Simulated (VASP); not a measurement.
# W (I4/mmm) in VASP: a series of runs

The runs below take W through single point, with PBEsol.

All numbers are computed with VASP 6.6.1; they aren't measurements. Logs are shortened: lines on timing, memory, paths and dates and some standing lists are left out, and cuts for length are marked.

## 1. The cell of the first run

Symmetry: I4/mmm, No. 139, tetragonal system. Conventional cell: a = 2.939 Å, b = 2.939 Å, c = 3.195 Å, α = 90.00°, β = 90.00°, γ = 90.00°. Within 3.5 Å of W (site symmetry 4/mmm) lie 14 W at 2.62 to 3.19 Å.

## 2. Single point, PBEsol (strain -0.080 along x and y, +0.000 along z)

File INCAR:

```
SYSTEM = W
ALGO     = Fast           ! electronic algorithm
EDIFF    = 1E-7           ! SCF threshold, eV
ENCUT    = 520            ! plane-wave cutoff, eV
GGA      = PS             ! functional
ISIF     = 2              ! what is computed and relaxed
ISMEAR   = 0              ! smearing method
LASPH    = .True.         ! aspherical terms in the spheres
LCHARG   = .True.         ! write CHGCAR
LELF     = .True.         ! ELF
LREAL    = .False.        ! projectors in reciprocal space
LVHAR    = .True.       
LWAVE    = .False.        ! write WAVECAR
NBANDS   = 13             ! bands
NELM     = 100            ! most SCF steps
PREC     = Accurate       ! precision mode
SIGMA    = 0.15           ! smearing width, eV
```

File KPOINTS:

```
k-points
0
Gamma
  20 20 20
  0 0 0
```

File POSCAR:

```
W
1.0
   -1.4695160000      1.4695160000      1.5973000000
    1.4695160000     -1.4695160000      1.5973000000
    1.4695160000      1.4695160000     -1.5973000000
W
1
Direct
    0.0000000000      0.0000000000      0.0000000000
```

Potentials or basis: VASP PAW PBE potentials, release 64 (W_sv).

Launch:

```
$ cat potpaw_PBE.64/W_sv/POTCAR > POTCAR
$ mpirun -np 1 vasp_std > vasp.out
```

OUTCAR:

```text
SYSTEM = W
   EDIFF = 1E-7
   ENCUT = 520
   GGA = PS
   ISIF = 2
   ISMEAR = 0
   LASPH = .True.
   LREAL = .False.
   NELM = 100
   PREC = Accurate

 ion  position               nearest neighbor table
   1  0.000  0.000  0.000-

  LATTYP: Found a body centered tetragonal cell.
 ALAT       =     2.9390320000
 C/A-ratio  =     1.0869565217

  Lattice vectors:

 A1 = (  -1.4695160000,   1.4695160000,   1.5973000000)
 A2 = (   1.4695160000,  -1.4695160000,   1.5973000000)
 A3 = (   1.4695160000,   1.4695160000,  -1.5973000000)

Analysis of symmetry for initial positions (statically):
=====================================================================
 Subroutine PRICEL returns:
 Original cell was already a primitive cell.

 Routine SETGRP: Setting up the symmetry group for a
 body centered tetragonal supercell.

 Subroutine GETGRP returns: Found 16 space group operations
 (whereof 16 operations were pure point group operations)
 out of a pool of 16 trial point group operations.

The static configuration has the point symmetry D_4h.

Analysis of symmetry for dynamics (positions and initial velocities):
=====================================================================
 Subroutine PRICEL returns:
 Original cell was already a primitive cell.

 Routine SETGRP: Setting up the symmetry group for a
 body centered tetragonal supercell.

 Subroutine GETGRP returns: Found 16 space group operations
 (whereof 16 operations were pure point group operations)
 out of a pool of 16 trial point group operations.

The dynamic configuration has the point symmetry D_4h.

 Subroutine INISYM returns: Found 16 space group operations
 (whereof 16 operations are pure point group operations),
 and found     1 'primitive' translations

----------------------------------------------------------------------------------------

                                     Primitive cell

  volume of cell :      13.7973

  direct lattice vectors                    reciprocal lattice vectors
    -1.469516000  1.469516000  1.597300000     0.000000000  0.340248082  0.313028235
     1.469516000 -1.469516000  1.597300000     0.340248082  0.000000000  0.313028235
     1.469516000  1.469516000 -1.597300000     0.340248082  0.340248082  0.000000000

  length of vectors
     2.621129878  2.621129878  2.621129878     0.462336926  0.462336926  0.481183452

  position of ions in fractional coordinates (direct lattice)
     0.000000000  0.000000000  0.000000000

  ion indices of the primitive-cell ions
   primitive index   ion index
                 1           1

----------------------------------------------------------------------------------------

 KPOINTS: k-points

Automatic generation of k-mesh.
 Grid dimensions read from file:
 generate k-points for:   20   20   20

 Generating k-lattice:

  Cartesian coordinates                     Fractional coordinates (reciprocal lattice)
     0.000000000  0.017012404  0.015651412     0.050000000  0.000000000  0.000000000
     0.017012404  0.000000000  0.015651412     0.000000000  0.050000000  0.000000000
     0.017012404  0.017012404  0.000000000     0.000000000  0.000000000  0.050000000

  Length of vectors
     0.023116846  0.023116846  0.024059173

  Shift w.r.t. Gamma in fractional coordinates (k-lattice)
     0.000000000  0.000000000  0.000000000

 Subroutine IBZKPT returns following result:
 ===========================================

 Found    641 irreducible k-points:

 Following reciprocal coordinates:
            Coordinates               Weight
  0.000000  0.000000  0.000000      1.000000
  0.050000  0.000000 -0.000000      8.000000
  0.100000 -0.000000  0.000000      8.000000
  0.150000 -0.000000  0.000000      8.000000
  0.200000 -0.000000  0.000000      8.000000
  0.250000 -0.000000  0.000000      8.000000
[... 16 lines left out ...]
 -0.400000  0.050000 -0.000000     16.000000
 -0.350000  0.050000  0.000000     16.000000
 [... further k-points ...]
   k-points           NKPTS =    641   k-points in BZ     NKDIM =    641   number of bands    NBANDS=     13
   number of dos      NEDOS =    301   number of ions     NIONS =      1
   total plane-waves  NPLWV =   8000
   dimension x,y,z NGX =    20 NGY =   20 NGZ =   20
   dimension x,y,z NGXF=    40 NGYF=   40 NGZF=   40
   ions per type =               1
   NGX,Y,Z   is equivalent  to a cutoff of  12.69, 12.69, 12.69 a.u.
   NGXF,Y,Z  is equivalent  to a cutoff of  25.37, 25.37, 25.37 a.u.
 SYSTEM =  W
   PREC   = accura    normal or accurate (medium, high low for compatibility)
   ISTART =      0    job   : 0-new  1-cont  2-samecut
   ICHARG =      2    charge: 1-file 2-atom 10-const
   ISPIN  =      1    spin polarized calculation?
   LNONCOLLINEAR =      F non collinear calculations
   LSORBIT =      F    spin-orbit coupling
   LASPH  =      T    aspherical Exc in radial PAW
   ENCUT  =  520.0 eV  38.22 Ry    6.18 a.u.   4.87  4.87  4.87*2*pi/ulx,y,z
   NELM   =    100;   NELMIN=  2; NELMDL= -5     # of ELM steps
   EDIFF  = 0.1E-06   stopping-criterion for ELM
   LREAL  =      F    real-space projection
   EDIFFG = 0.1E-05   stopping-criterion for IOM
   NSW    =      0    number of steps for IOM
   IBRION =     -1    ionic relax: 0-MD 1-quasi-New 2-CG
   NFREE  =      0    steps in history (QN), initial steepest desc. (CG)
   ISIF   =      2    stress and relaxation
   ISYM   =      2    0-nonsym 1-usesym 2-fastsym
   POTIM  = 0.5000    time-step for ionic-motion
   TEBEG  =    0.0;   TEEND  =   0.0 temperature during run
   PSTRESS=    0.0 pullay stress
   NELECT =      14.0000    total number of electrons
   NUPDOWN=      -1.0000    fix difference up-down
   EMIN   =  10.00;   EMAX   =-10.00  energy-range for DOS
   EFERMI =   0.00;   METHOD = LEGACY
   ISMEAR =     0;   SIGMA  =   0.15  broadening in eV -4-tet -1-fermi 0-gaus
   EFERMI_NEDOS =   21; number of points for ismear=-14 and -15
   IALGO  =     68    algorithm
   IMIX   =      4    mixing-type and parameters
     AMIX     =   0.40;   BMIX     =  1.00
     AMIX_MAG =   1.60;   BMIX_MAG =  1.00
  volume/ion in A,a.u.               =      13.80        93.11
  Fermi-wavevector in a.u.,A,eV,Ry     =   1.645075  3.108742 36.821080  2.706273
  Thomas-Fermi vector in A             =   2.734934
   LORBIT       =      0    0 simple, 1 ext, 2 COOP (PROOUT), +10 PAW based schemes
   GGA     = PS    functional components
   LHFCALC =     F    Hartree Fock is set to
   AEXX    =    0.0000 exact exchange contribution
   IVDW    =     0    specifies the selected vdW correction
   LEPSILON=     F    determine dielectric tensor
   LRPA    =     F    only Hartree local field effects (RPA)
 non-spin polarized calculation
 RMM-DIIS sequential band-by-band and
 Gauss-broadening in eV      SIGMA  =   0.15
  energy-cutoff  :      520.00
  volume of cell :       13.80
 maximum number of plane-waves:       394
   NGX =  9   NGY =  9   NGZ =  9

 number of electron      13.9999997 magnetization

 Free energy of the ion-electron system (eV)
  ---------------------------------------------------
  ext. energy  EPLUGINS =         0.00000000
  ---------------------------------------------------
  free energy    TOTEN  =       -13.42475404 eV

  energy without entropy =      -13.41945916  energy(sigma->0) =      -13.42210660

 E-fermi :  13.4328     XC(G=0): -14.5636

 val. band max:       13.4177187038   @ k =  -0.3000   0.3000   0.2500
 cond. band min:      13.4353853864   @ k =   0.4500   0.1000  -0.0000
 fundamental gap:      0.0176666825
 Fermi energy:        13.4327721918

 k-point     1 :       0.0000    0.0000    0.0000
  band No.  band energies     occupation
      1     -60.6068      2.00000
      2     -23.9069      2.00000
      3     -23.8908      2.00000
      4     -23.8908      2.00000
      5       2.9987      2.00000
      6      11.5628      2.00000
      7      11.5628      2.00000
      8      12.8007      2.00000
      9      15.0069      0.00000
     10      16.7134      0.00000
     11      27.1894      0.00000
     12      28.8969      0.00000
     13      28.8969      0.00000

 k-point     2 :       0.0500    0.0000   -0.0000
  band No.  band energies     occupation
      1     -60.6009      2.00000
      2     -23.9551      2.00000
      3     -23.9057      2.00000
      4     -23.8984      2.00000
      5       3.1412      2.00000
      6      11.5511      2.00000
      7      11.5973      2.00000
      8      12.8150      2.00000
      9      14.9142      0.00000
     10      16.6430      0.00000
     11      27.4630      0.00000
     12      29.1158      0.00000
     13      29.1312      0.00000

 k-point     3 :       0.1000   -0.0000    0.0000
  band No.  band energies     occupation
      1     -60.5840      2.00000
      2     -24.1138      2.00000
      3     -23.9488      2.00000
      4     -23.8996      2.00000
      5       3.5516      2.00000
      6      11.4950      2.00000
      7      11.5962      2.00000
      8      12.9765      1.99998
      9      14.7002      0.00000
     10      16.4881      0.00000
     11      28.1141      0.00000
     12      29.7542      0.00000
     13      29.8154      0.00000
[... 305 lines left out ...]
 k-point    23 :      -0.4000    0.0500   -0.0000
  band No.  band energies     occupation
      1     -60.3978      2.00000
      2     -25.6584      2.00000
      3     -24.4026      2.00000
      4     -23.9317      2.00000
      5       6.3839      2.00000
      6       9.8666      2.00000
      7      12.4320      2.00000
      8      15.0339      0.00000
      9      17.1416      0.00000
     10      18.7548      0.00000
     11      26.4758      0.00000
     12      28.2664      0.00000
     13      35.5376      0.00000

 k-point    24 :      -0.3500    0.0500    0.0000
  band No.  band energies     occupation
      1     -60.4281      2.00000
      2     -25.4261      2.00000
      3     -24.3274      2.00000
      4     -23.9324      2.00000
      5       6.3297      2.00000
      6      10.1386      2.00000
      7      11.6140      2.00000
      8      14.8308      0.00000
      9      16.8420      0.00000
     10      17.4227      0.00000
     11      27.3194      0.00000
     12      29.6655      0.00000
     13      36.3824      0.00000

 [... further k-points ...]

------------------------ aborting loop because EDIFF is reached ----------------------------------------

  FORCE on cell =-STRESS in cart. coord.  units (eV):
  Direction    XX          YY          ZZ          XY          YZ          ZX
  --------------------------------------------------------------------------------------
  -------------------------------------------------------------------------------------
  Total        5.8795667      5.8795667      2.9747124      0.0000000      0.0000000      0.0000000
  in kB      682.7485393    682.7485393    345.4303135      0.0000000      0.0000000      0.0000000
  external PRESSURE =     570.3091307 kB  Pullay stress =       0.0000000 kB

 VOLUME and BASIS-vectors are now :
 -----------------------------------------------------------------------------
  energy-cutoff  :      520.00
  volume of cell :       13.80
      direct lattice vectors                 reciprocal lattice vectors
    -1.469516000  1.469516000  1.597300000     0.000000000  0.340248082  0.313028235
     1.469516000 -1.469516000  1.597300000     0.340248082  0.000000000  0.313028235
     1.469516000  1.469516000 -1.597300000     0.340248082  0.340248082  0.000000000

 POSITION                                       TOTAL-FORCE (eV/Angst)
 -----------------------------------------------------------------------------------
      0.00000      0.00000      0.00000         0.000000     -0.000000      0.000000
 -----------------------------------------------------------------------------------
    total drift:                                0.000000      0.000000      0.000000

  FREE ENERGIE OF THE ION-ELECTRON SYSTEM (eV)
  ---------------------------------------------------
  free  energy   TOTEN  =       -13.4247540443 eV

  energy  without entropy=      -13.4194591645  energy(sigma->0) =      -13.42210660
```

It took 3.2 min on 1 thread of Intel Xeon 8259CL, shared host; peak memory 0.22 GiB.

What came out:

| Quantity | Value |
| --- | --- |
| Free energy | -13.4248 eV |
| Pressure | 57.0 GPa |
| Band gap on the k mesh | zero (bands 7 and 8 overlap by 7.20 eV) |

Caveat: the cell differs from its parent crystal (strain -0.080 along x and y, +0.000 along z); the stress differs along the axes, from 35 to 68 GPa; the PAW data sets were made with another functional, which shifts forces and pressure a little; spin-orbit coupling is left out, which moves the levels of the heavy elements.

## 3. Single point, PBEsol (strain -0.080 along x and y, +0.040 along z)

File INCAR:

```
ALGO = Fast
EDIFF = 1E-6
ENCUT = 520
GGA = PS
ISIF = 2
ISMEAR = 0
LASPH = T
LCHARG = F
LREAL = F
LWAVE = F
NBANDS = 13
NELM = 60
PREC = Accurate
SIGMA = 0.15
```

File KPOINTS:

```
k-points
0
Gamma
  20 20 20
```

File POSCAR:

```
W
1.0
   -1.4695160000      1.4695160000      1.6611920000
    1.4695160000     -1.4695160000      1.6611920000
    1.4695160000      1.4695160000     -1.6611920000
W
1
Direct
    0.0000000000      0.0000000000      0.0000000000
```

Potentials or basis: VASP PAW PBE potentials, release 64 (W_sv).

Launch:

```
$ cat potpaw_PBE.64/W_sv/POTCAR > POTCAR
$ mpirun -np 1 vasp_std > vasp.out
```

Wall time 2.9 min (1 thread of Intel Xeon 8259CL, shared host); peak memory 0.23 GiB.

The run converged. Its results:

```yaml
Free_energy: -13.5040 eV
Pressure: 38.5 GPa
Band_gap_on_the_k_mesh: zero (bands 7 and 8 overlap by 6.79 eV)
```

Stress tensor (GPa, compression positive):
```
51.32  0.00  0.00
 0.00 51.32  0.00
 0.00  0.00 12.72
```

Levels at points of the mesh, in eV from the Fermi level:
| k point | band 3 | band 4 | band 5 | band 6 | band 7 | band 8 | band 9 | band 10 | band 11 | band 12 |
| --- | --- | --- | --- | --- | --- | --- | --- | --- | --- | --- |
| (0.00, 0.00, 0.00) | -37.40 | -37.40 | -10.20 | -1.80 | -1.80 | -0.12 | 1.14 | 3.39 | 13.38 | 15.76 |
| (0.50, 0.00, 0.00) | -37.88 | -37.42 | -6.95 | -3.37 | 0.83 | 0.91 | 4.00 | 6.74 | 11.91 | 12.40 |
| (0.50, 0.50, 0.00) | -38.08 | -37.57 | -7.02 | -5.14 | 1.88 | 4.02 | 4.46 | 7.31 | 11.70 | 13.56 |
| (0.50, 0.50, 0.50) | -38.46 | -38.46 | -6.90 | -6.48 | 5.59 | 6.18 | 6.18 | 6.97 | 10.26 | 10.26 |

Caveat: the cell differs from its parent crystal (strain -0.080 along x and y, +0.040 along z); the stress differs along the axes, from 13 to 51 GPa; the PAW data sets were made with another functional, which shifts forces and pressure a little; spin-orbit coupling is left out, which moves the levels of the heavy elements.
